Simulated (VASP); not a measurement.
# N2 in VASP: single point with PBE

Aim: the single point of N2 with PBE.

All numbers are computed with VASP 6.6.1; they aren't measurements. Logs are shortened: lines on timing, memory, paths and dates and some standing lists are left out, and cuts for length are marked.

### Step 1. The cell of the first run

The cell holds a molecule in a box, 2 atoms: a = 9.000 Å, b = 9.500 Å, c = 10.000 Å, α = 90.00°, β = 90.00°, γ = 90.00°.

### Step 2. Single point, PBE

Contents of INCAR:

```
PREC = Accurate
ENCUT = 1000
EDIFF = 1E-6
ISMEAR = -1
SIGMA = 0.05
LREAL = False
LASPH = True
NELM = 120
ALGO = Normal
ISIF = 2
LWAVE = False
LCHARG = False
GGA = PE
NBANDS = 12
GGA_COMPAT = False
NELMDL = -8
```

Contents of KPOINTS:

```
Automatic mesh
0
Gamma
  1 1 1
```

Contents of POSCAR:

```
N
1.0
    9.0000000000      0.0000000000      0.0000000000
    0.0000000000      9.5000000000      0.0000000000
    0.0000000000      0.0000000000     10.0000000000
N
2
Direct
    0.5000000000      0.5000000000      0.4448898482
    0.5000000000      0.5000000000      0.5551101518
```

Potentials or basis: VASP PAW PBE potentials, release 64 (N_h).

Run with:

```bash
cat potpaw_PBE.64/N_h/POTCAR > POTCAR
mpirun -np 1 vasp_gam > vasp.out
```

OUTCAR:

```text
PREC = Accurate
   ENCUT = 1000
   EDIFF = 1E-6
   ISMEAR = -1
   LREAL = False
   LASPH = True
   NELM = 120
   ISIF = 2
   GGA = PE
   NELMDL = -8

 ion  position               nearest neighbor table
   1  0.500  0.500  0.445-   2 1.10
   2  0.500  0.500  0.555-   1 1.10

  LATTYP: Found a simple orthorhombic cell.
 ALAT       =     9.0000000000
 B/A-ratio  =     1.0555555556
 C/A-ratio  =     1.1111111111

  Lattice vectors:

 A1 = (   9.0000000000,   0.0000000000,   0.0000000000)
 A2 = (   0.0000000000,   9.5000000000,   0.0000000000)
 A3 = (   0.0000000000,   0.0000000000,  10.0000000000)

Analysis of symmetry for initial positions (statically):
=====================================================================
 Subroutine PRICEL returns:
 Original cell was already a primitive cell.

 Routine SETGRP: Setting up the symmetry group for a
 simple orthorhombic supercell.

 Subroutine GETGRP returns: Found  8 space group operations
 (whereof  8 operations were pure point group operations)
 out of a pool of  8 trial point group operations.

The static configuration has the point symmetry D_2h.

Analysis of symmetry for dynamics (positions and initial velocities):
=====================================================================
 Subroutine PRICEL returns:
 Original cell was already a primitive cell.

 Routine SETGRP: Setting up the symmetry group for a
 simple orthorhombic supercell.

 Subroutine GETGRP returns: Found  8 space group operations
 (whereof  8 operations were pure point group operations)
 out of a pool of  8 trial point group operations.

The dynamic configuration has the point symmetry D_2h.

 Subroutine INISYM returns: Found  8 space group operations
 (whereof  8 operations are pure point group operations),
 and found     1 'primitive' translations

----------------------------------------------------------------------------------------

                                     Primitive cell

  volume of cell :     855.0000

  direct lattice vectors                    reciprocal lattice vectors
     9.000000000  0.000000000  0.000000000     0.111111111  0.000000000  0.000000000
     0.000000000  9.500000000  0.000000000     0.000000000  0.105263158  0.000000000
[... 55 lines left out ...]
   ISPIN  =      1    spin polarized calculation?
   LNONCOLLINEAR =      F non collinear calculations
   LSORBIT =      F    spin-orbit coupling
   LASPH  =      T    aspherical Exc in radial PAW
   ENCUT  = 1000.0 eV  73.50 Ry    8.57 a.u.  23.21 24.50 25.78*2*pi/ulx,y,z
   NELM   =    120;   NELMIN=  2; NELMDL= -8     # of ELM steps
   EDIFF  = 0.1E-05   stopping-criterion for ELM
   LREAL  =      F    real-space projection
   EDIFFG = 0.1E-04   stopping-criterion for IOM
   NSW    =      0    number of steps for IOM
   IBRION =     -1    ionic relax: 0-MD 1-quasi-New 2-CG
   NFREE  =      0    steps in history (QN), initial steepest desc. (CG)
   ISIF   =      2    stress and relaxation
   ISYM   =      2    0-nonsym 1-usesym 2-fastsym
   POTIM  = 0.5000    time-step for ionic-motion
   TEBEG  =    0.0;   TEEND  =   0.0 temperature during run
   PSTRESS=    0.0 pullay stress
   NELECT =      10.0000    total number of electrons
   NUPDOWN=      -1.0000    fix difference up-down
   EMIN   =  10.00;   EMAX   =-10.00  energy-range for DOS
   EFERMI =   0.00;   METHOD = LEGACY
   ISMEAR =    -1;   SIGMA  =   0.05  broadening in eV -4-tet -1-fermi 0-gaus
   EFERMI_NEDOS =   21; number of points for ismear=-14 and -15
   IALGO  =     38    algorithm
   IMIX   =      4    mixing-type and parameters
     AMIX     =   0.40;   BMIX     =  1.00
     AMIX_MAG =   1.60;   BMIX_MAG =  1.00
  volume/ion in A,a.u.               =     427.50      2884.91
  Fermi-wavevector in a.u.,A,eV,Ry     =   0.371609  0.702239  1.878872  0.138093
  Thomas-Fermi vector in A             =   1.299861
   LORBIT       =      0    0 simple, 1 ext, 2 COOP (PROOUT), +10 PAW based schemes
   GGA     = PE    functional components
   LHFCALC =     F    Hartree Fock is set to
   AEXX    =    0.0000 exact exchange contribution
   IVDW    =     0    specifies the selected vdW correction
   LEPSILON=     F    determine dielectric tensor
   LRPA    =     F    only Hartree local field effects (RPA)
 non-spin polarized calculation
  energy-cutoff  :     1000.00
  volume of cell :      855.00
 maximum number of plane-waves:     30729
 NGX is ok and might be reduce to    96
   NGX = 47   NGY = 49   NGZ = 51

 number of electron      10.0000000 magnetization

 Free energy of the ion-electron system (eV)
  ---------------------------------------------------
  ext. energy  EPLUGINS =         0.00000000
  ---------------------------------------------------
  free energy    TOTEN  =       -16.82150928 eV

  energy without entropy =      -16.82150928  energy(sigma->0) =      -16.82150928

 E-fermi :  -8.7858     XC(G=0):  -0.6933

 val. band max:      -10.0546809739   @ k =   0.0000   0.0000   0.0000
 cond. band min:      -1.8030627448   @ k =   0.0000   0.0000   0.0000
 fundamental gap:      8.2516182292
 Fermi energy:        -8.7858291426

 k-point     1 :       0.0000    0.0000    0.0000
  band No.  band energies     occupation
      1     -28.0087      2.00000
      2     -13.3395      2.00000
      3     -11.4000      2.00000
      4     -11.3999      2.00000
      5     -10.0547      2.00000
      6      -1.8031      0.00000
      7      -1.8026      0.00000
      8      -0.1852      0.00000
      9       1.1998      0.00000
     10       1.2785      0.00000
     11       1.3038      0.00000
     12       1.5497      0.00000

------------------------ aborting loop because EDIFF is reached ----------------------------------------

  FORCE on cell =-STRESS in cart. coord.  units (eV):
  Direction    XX          YY          ZZ          XY          YZ          ZX
  --------------------------------------------------------------------------------------
  -------------------------------------------------------------------------------------
  Total       -0.0118121     -0.0119373      0.0566508     -0.0000000      0.0000000      0.0000000
  in kB       -0.0221346     -0.0223692      0.1061575     -0.0000000      0.0000000      0.0000000
  external PRESSURE =       0.0205512 kB  Pullay stress =       0.0000000 kB

 VOLUME and BASIS-vectors are now :
 -----------------------------------------------------------------------------
  energy-cutoff  :     1000.00
  volume of cell :      855.00
      direct lattice vectors                 reciprocal lattice vectors
     9.000000000  0.000000000  0.000000000     0.111111111  0.000000000  0.000000000
     0.000000000  9.500000000  0.000000000     0.000000000  0.105263158  0.000000000
     0.000000000  0.000000000 10.000000000     0.000000000  0.000000000  0.100000000

 POSITION                                       TOTAL-FORCE (eV/Angst)
 -----------------------------------------------------------------------------------
      4.50000      4.75000      4.44890         0.000000     -0.000000     -0.062442
      4.50000      4.75000      5.55110         0.000000      0.000000      0.062442
 -----------------------------------------------------------------------------------
    total drift:                                0.000000      0.000000      0.000000

  FREE ENERGIE OF THE ION-ELECTRON SYSTEM (eV)
  ---------------------------------------------------
  free  energy   TOTEN  =       -16.8215092762 eV

  energy  without entropy=      -16.8215092762  energy(sigma->0) =      -16.82150928
```

OSZICAR:

```text
N       E                     dE             d eps       ncg     rms          rms(c)
DAV:   1     0.990685284080E+02    0.99069E+02   -0.32256E+03    32   0.764E+02
DAV:   2     0.303561907157E+02   -0.68712E+02   -0.62168E+02    40   0.977E+01
DAV:   3    -0.131847401882E+02   -0.43541E+02   -0.43469E+02    32   0.955E+01
[... 13 lines left out ...]
DAV:  17    -0.168214679311E+02   -0.16654E-03   -0.13111E-05    28   0.170E-02    0.156E-03
DAV:  18    -0.168214982553E+02   -0.30324E-04   -0.11826E-06    32   0.528E-03    0.675E-04
DAV:  19    -0.168215075748E+02   -0.93195E-05   -0.37626E-07    32   0.274E-03    0.357E-04
DAV:  20    -0.168215088560E+02   -0.12812E-05   -0.11571E-07    28   0.139E-03    0.103E-04
DAV:  21    -0.168215092762E+02   -0.42024E-06   -0.14913E-08    24   0.615E-04
   1 F= -.16821509E+02 E0= -.16821509E+02  d E =-.251260E-10
```

stdout:

```text
POSCAR found type information on POSCAR N
 POSCAR found :  1 types and       2 ions
 scaLAPACK will be used
 LDA part: xc-table for (Slater+PW92), standard interpolation
 POSCAR, INCAR and KPOINTS ok, starting setup
 FFT: planning ... GRIDC
 FFT: planning ... GRID_SOFT
 FFT: planning ... GRID
 WAVECAR not read
 entering main loop
```

Wall time 2 min (1 thread of Intel Xeon Platinum 8375C at 2.90GHz (Ice Lake), shared host); peak memory 1.5 GiB.

What came out:

| Property | Result |
| --- | --- |
| Free energy | -16.8215 eV |
| Largest force | 0.062 eV/Å |
| Gap between the frontier levels | 8.25 eV |

Forces in eV/Å, atoms in the order of the input:
```
N    0.000  0.000 -0.062
N    0.000  0.000  0.062
```
